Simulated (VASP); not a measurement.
# InSb (F-43m) in VASP: further runs, part 2 of 2

VASP 6.6.1. Earlier steps stand in the parts before.

## (3) Single point, PBE (volume scaled by 1.020)

The input, INCAR:

```
PREC = Accurate
ENCUT = 520
EDIFF = 1E-6
ISMEAR = 0
SIGMA = 0.05
LREAL = F
LASPH = T
NELM = 60
ALGO = Normal
ISIF = 2
LWAVE = F
LCHARG = F
GGA = PE
NBANDS = 16
```

The input, KPOINTS:

```
Automatic mesh
0
Gamma
  10 10 10
```

The input, POSCAR:

```
InSb
1.0
    0.0000000000      3.3392291817      3.3392291817
    3.3392291817      0.0000000000      3.3392291817
    3.3392291817      3.3392291817      0.0000000000
In Sb
1 1
Direct
    0.0000000000      0.0000000000      0.0000000000
    0.7500000000      0.7500000000      0.7500000000
```

Potentials or basis: VASP PAW PBE potentials, release 64 (In_d, Sb).

The run is started by

```bash
$ cat potpaw_PBE.64/In_d/POTCAR potpaw_PBE.64/Sb/POTCAR > POTCAR
$ mpirun -np 1 vasp_std > vasp.out
```

OUTCAR:

```text
PREC = Accurate
   ENCUT = 520
   EDIFF = 1E-6
   ISMEAR = 0
   LREAL = F
   LASPH = T
   NELM = 60
   ISIF = 2
   GGA = PE

 ion  position               nearest neighbor table
   1  0.000  0.000  0.000-   2 2.89   2 2.89   2 2.89   2 2.89
   2  0.750  0.750  0.750-   1 2.89   1 2.89   1 2.89   1 2.89

  LATTYP: Found a face centered cubic cell.
 ALAT       =     6.6784583634

  Lattice vectors:

 A1 = (   0.0000000000,   3.3392291817,   3.3392291817)
 A2 = (   3.3392291817,   0.0000000000,   3.3392291817)
 A3 = (   3.3392291817,   3.3392291817,   0.0000000000)

Analysis of symmetry for initial positions (statically):
=====================================================================
 Subroutine PRICEL returns:
 Original cell was already a primitive cell.

 Routine SETGRP: Setting up the symmetry group for a
 face centered cubic supercell.

 Subroutine GETGRP returns: Found 24 space group operations
 (whereof 24 operations were pure point group operations)
 out of a pool of 48 trial point group operations.

The static configuration has the point symmetry T_d .

Analysis of symmetry for dynamics (positions and initial velocities):
=====================================================================
 Subroutine PRICEL returns:
 Original cell was already a primitive cell.

 Routine SETGRP: Setting up the symmetry group for a
 face centered cubic supercell.

 Subroutine GETGRP returns: Found 24 space group operations
 (whereof 24 operations were pure point group operations)
 out of a pool of 48 trial point group operations.

The dynamic configuration has the point symmetry T_d .

 Subroutine INISYM returns: Found 24 space group operations
 (whereof 24 operations are pure point group operations),
 and found     1 'primitive' translations

----------------------------------------------------------------------------------------

                                     Primitive cell

  volume of cell :      74.4678

[... 107 lines left out ...]
     AMIX     =   0.40;   BMIX     =  1.00
     AMIX_MAG =   1.60;   BMIX_MAG =  1.00
  volume/ion in A,a.u.               =      37.23       251.27
  Fermi-wavevector in a.u.,A,eV,Ry     =   1.019787  1.927118 14.149588  1.039965
  Thomas-Fermi vector in A             =   2.153320
   LORBIT       =      0    0 simple, 1 ext, 2 COOP (PROOUT), +10 PAW based schemes
   GGA     = PE    functional components
   LHFCALC =     F    Hartree Fock is set to
   AEXX    =    0.0000 exact exchange contribution
   IVDW    =     0    specifies the selected vdW correction
   LEPSILON=     F    determine dielectric tensor
   LRPA    =     F    only Hartree local field effects (RPA)
 non-spin polarized calculation
 Gauss-broadening in eV      SIGMA  =   0.05
  energy-cutoff  :      520.00
  volume of cell :       74.47
 maximum number of plane-waves:      2044
   NGX = 17   NGY = 17   NGZ = 17

 number of electron      18.0000007 magnetization

 Free energy of the ion-electron system (eV)
  ---------------------------------------------------
  ext. energy  EPLUGINS =         0.00000000
  ---------------------------------------------------
  free energy    TOTEN  =        -6.94910520 eV

  energy without entropy =       -6.94902773  energy(sigma->0) =       -6.94906647

 E-fermi :   4.2067     XC(G=0):  -8.3016

 val. band max:        4.1914052716   @ k =   0.0000   0.0000   0.0000
 cond. band min:       4.5793069335   @ k =   0.5000   0.0000   0.0000
 fundamental gap:      0.3879016619
 Fermi energy:         4.2066766173

 k-point     1 :       0.0000    0.0000    0.0000
  band No.  band energies     occupation
      1     -10.2458      2.00000
      2     -10.2458      2.00000
      3     -10.2458      2.00000
      4     -10.1834      2.00000
      5     -10.1834      2.00000
      6      -5.9851      2.00000
[... 433 lines left out ...]
      3     -10.2219      2.00000
      4     -10.1923      2.00000
      5     -10.1783      2.00000
      6      -4.8187      2.00000
[... 8 lines left out ...]
     15      13.5670      0.00000
     16      13.8622      0.00000

 [... further k-points ...]

------------------------ aborting loop because EDIFF is reached ----------------------------------------

  FORCE on cell =-STRESS in cart. coord.  units (eV):
  Direction    XX          YY          ZZ          XY          YZ          ZX
  --------------------------------------------------------------------------------------
  -------------------------------------------------------------------------------------
  Total       -0.3310239     -0.3310239     -0.3310239      0.0000000      0.0000000     -0.0000000
  in kB       -7.1219893     -7.1219893     -7.1219893      0.0000000      0.0000000     -0.0000000
  external PRESSURE =      -7.1219893 kB  Pullay stress =       0.0000000 kB

 VOLUME and BASIS-vectors are now :
 -----------------------------------------------------------------------------
  energy-cutoff  :      520.00
  volume of cell :       74.47
      direct lattice vectors                 reciprocal lattice vectors
     0.000000000  3.339229182  3.339229182    -0.149735155  0.149735155  0.149735155
     3.339229182  0.000000000  3.339229182     0.149735155 -0.149735155  0.149735155
     3.339229182  3.339229182  0.000000000     0.149735155  0.149735155 -0.149735155

 POSITION                                       TOTAL-FORCE (eV/Angst)
 -----------------------------------------------------------------------------------
      0.00000      0.00000      0.00000        -0.000000     -0.000000     -0.000000
      5.00884      5.00884      5.00884         0.000000      0.000000      0.000000
 -----------------------------------------------------------------------------------
    total drift:                                0.000000      0.000000      0.000000

  FREE ENERGIE OF THE ION-ELECTRON SYSTEM (eV)
  ---------------------------------------------------
  free  energy   TOTEN  =        -6.9491052025 eV

  energy  without entropy=       -6.9490277323  energy(sigma->0) =       -6.94906647
```

OSZICAR:

```text
N       E                     dE             d eps       ncg     rms          rms(c)
DAV:   1     0.113289889684E+03    0.11329E+03   -0.78196E+03  1504   0.109E+03
DAV:   2     0.305898965985E+00   -0.11298E+03   -0.10921E+03  1752   0.280E+02
DAV:   3    -0.682230363777E+01   -0.71282E+01   -0.71057E+01  1856   0.721E+01
DAV:   4    -0.703043171602E+01   -0.20813E+00   -0.20809E+00  1984   0.145E+01
DAV:   5    -0.704278959622E+01   -0.12358E-01   -0.12358E-01  2192   0.283E+00    0.359E+00
DAV:   6    -0.695610351914E+01    0.86686E-01   -0.14971E-01  2224   0.547E+00    0.209E+00
DAV:   7    -0.694708851003E+01    0.90150E-02   -0.58207E-02  1960   0.210E+00    0.579E-01
DAV:   8    -0.694833464246E+01   -0.12461E-02   -0.67849E-03  1952   0.893E-01    0.202E-01
DAV:   9    -0.694900100659E+01   -0.66636E-03   -0.89629E-04  1792   0.254E-01    0.677E-02
DAV:  10    -0.694905641875E+01   -0.55412E-04   -0.48141E-05  2056   0.447E-02    0.294E-02
DAV:  11    -0.694910317499E+01   -0.46756E-04   -0.84013E-05  1680   0.531E-02    0.209E-02
DAV:  12    -0.694910428113E+01   -0.11061E-05   -0.11841E-06  1776   0.700E-03    0.728E-03
DAV:  13    -0.694910520251E+01   -0.92139E-06   -0.16629E-06  1720   0.697E-03
   1 F= -.69491052E+01 E0= -.69490665E+01  d E =-.774702E-04
```

stdout:

```text
POSCAR found type information on POSCAR InSb
 POSCAR found :  2 types and       2 ions
 scaLAPACK will be used
 LDA part: xc-table for (Slater+PW92), standard interpolation
 POSCAR, INCAR and KPOINTS ok, starting setup
 FFT: planning ... GRIDC
 FFT: planning ... GRID_SOFT
 FFT: planning ... GRID
 WAVECAR not read
 entering main loop
```

It took 28 s on 1 thread of AMD EPYC 9R45 (Zen 5), shared host; peak memory 0.2 GiB.

Results:

```
Free energy            : -6.9491 eV
Pressure               : -0.7 GPa
Band gap on the k mesh : zero (filled and empty bands touch)
```

Levels at points of the mesh, in eV from the Fermi level:
```
           k point  band 5  band 6  band 7  band 8  band 9  band 10  band 11  band 12  band 13  band 14
(0.00, 0.00, 0.00)  -14.39  -10.19   -0.71   -0.02   -0.02    -0.02     2.95     2.95     2.95     5.63
(0.50, 0.00, 0.00)  -14.39   -9.04   -5.24   -0.89   -0.89     0.37     3.77     3.77     6.10     7.75
(0.50, 0.50, 0.00)  -14.38   -8.54   -5.56   -1.99   -1.99     1.35     1.48     7.60     7.60     8.21
```

Caveat: spin-orbit coupling is left out, which moves the levels of the heavy elements.

## (4) Comparison with measurements

Step 2. Measured gap of InSb: 0.24 eV (quoted in “Electronic Structure and Epitaxy of CdTe Shells on InSb Nanowires”, 2021, arxiv:2111.05126). This calculation gives 0.00 eV (-0.24 eV). Spin-orbit coupling on In, Sb is left out. The value is that of PBE on a finite k mesh, which can miss the band edges, without temperature or zero-point motion. Semilocal functionals fall short of measured gaps as a rule.
